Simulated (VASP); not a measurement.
## WS2: single point with LDA

The system is WS2.

```xyz
3
Lattice="1.5786 0.9114 6.0393 -1.5786 0.9114 6.0393 0.0000 -1.8228 6.0393" Properties=species:S:1:pos:R:3 pbc="T T T"
W     0.0000    0.0000    0.0119
S     0.0000    0.0000    4.4792
S     0.0000    0.0000    7.6244
```

| Item | Value |
| --- | --- |
| Program | VASP 6.6.1 |
| Task | single point |
| Functional | LDA |
| Potentials or basis | VASP PAW LDA potentials, release 64 (W_sv, S) |
| Cutoff | 520 eV |
| k mesh | 12 × 12 × 12 |
| Occupations | gaussian, width 0.02 eV |
| Spin | no spin polarisation |
| Dipole correction | no |
| k mesh for the DOS | 18 × 18 × 18 |
| Occupations for the DOS | tetrahedron |
| Further INCAR settings | ALGO = Normal; EDIFF = 1e-06 |

| Property | Result |
| --- | --- |
| Valence electrons inside the program's atomic spheres | W 12.08; S 3.71 |

Levels at points of the mesh, in eV from the valence-band top:
```tsv
k point	band 9	band 10	band 11	band 12	band 13	band 14	band 15	band 16	band 17
(0.00, 0.00, 0.00)	-3.55	-2.34	-2.34	-1.41	-1.36	2.10	2.10	2.44	2.44
(0.50, 0.00, 0.00)	-5.37	-4.21	-2.59	-1.80	-1.79	2.21	2.44	3.52	3.67
(0.50, 0.50, 0.00)	-5.02	-4.10	-3.31	-2.07	-1.60	2.15	2.61	3.06	4.31
(0.50, 0.50, 0.50)	-3.58	-3.58	-2.29	-2.29	0.00	2.20	2.20	2.28	2.28
```

It took 38 min on 1 thread of AMD EPYC 7R13, on a shared host, peak memory 0.62 GiB.

Caveat: spin-orbit coupling is left out, which moves the levels of the heavy elements.
